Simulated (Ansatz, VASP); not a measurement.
# ZnO in VASP and in Ansatz

File INCAR:

```
ALGO = Normal ; EDIFF = 1E-8
ENCUT = 520 ; ISIF = 2
ISMEAR = -1 ; LASPH = T
LCHARG = F ; LEFG = T
LREAL = F ; LWAVE = F
NBANDS = 26 ; NELM = 60
PREC = Accurate ; SIGMA = 0.02
```

KPOINTS

```
k-points
0
Gamma
  11 11 6
```

The input POSCAR:

```
ZnO
1.0
    3.3131286040      0.0000000000      0.0000000000
   -1.6565643020      2.8692535371      0.0000000000
    0.0000000000      0.0000000000      5.3058612053
Zn O
2 2
Direct
    0.3333333333      0.6666666667      0.0000000000
    0.6666666667      0.3333333333      0.5000000000
    0.3333333333      0.6666666667      0.3821000000
    0.6666666667      0.3333333333      0.8821000000
```

Input for Ansatz:

```yaml
crystal:
  lattice:
    - [3.313128604, 0.0, 0.0]
    - [-1.656564302, 2.8692535371, 0.0]
    - [0.0, 0.0, 5.3058612053]
  atoms:
    - { symbol: Zn, position: [0.3333333333, 0.6666666667, 0.0] }
    - { symbol: Zn, position: [0.6666666667, 0.3333333333, 0.5] }
    - { symbol: O, position: [0.3333333333, 0.6666666667, 0.3821] }
    - { symbol: O, position: [0.6666666667, 0.3333333333, 0.8821] }
kpoints:
  mp_grid: { grid: [11, 11, 6] }
scf:
  occupations: { method: fermi_dirac, width: 0.02 }
hamiltonian:
  xc: lda
  pseudopotentials: { kind: paw }
output:
  forces: true
  stress: true
  eigenvalues: true
  efg: { contact_densities: true }
  write_density: true
  write_potential: true
  elf: true
  volumetric_format: npy
```

Change from the starting cell: volume scaled by 1.06, PAW files.

Alike in both runs: task electric field gradients; functional LDA; k mesh 11 × 11 × 6; occupations fermi-dirac, width 0.02 eV; no spin polarisation.

|  | VASP | Ansatz |
| --- | --- | --- |
| version | VASP 6.6.1 | Ansatz 0.2.0 |
| potentials or method | VASP PAW LDA potentials, release 64 (Zn, O) | PAW with Ansatz's default frozen-core files, scalar-relativistic |
| plane-wave cutoff (eV) | 520 | 420 |
| valence electrons in the cell | 36 | 36 |

```csv
,VASP,Ansatz,Ansatz less VASP
pressure (GPa),-12.8,-13.6,-0.79
"traceless stress, the component that is largest in VASP (GPa)",0.53,0.56,+0.027
rms of the force components (eV/Å),0.023,0.022,-0.0008
size of Vzz on the site where it differs most (V/Å²),7.1,6.8,-0.30
```

LDA's correlation is that of Perdew and Zunger in VASP and of Perdew and Wang (1992) in Ansatz. Atom by atom the forces differ by 0.001 eV/Å (rms over components).
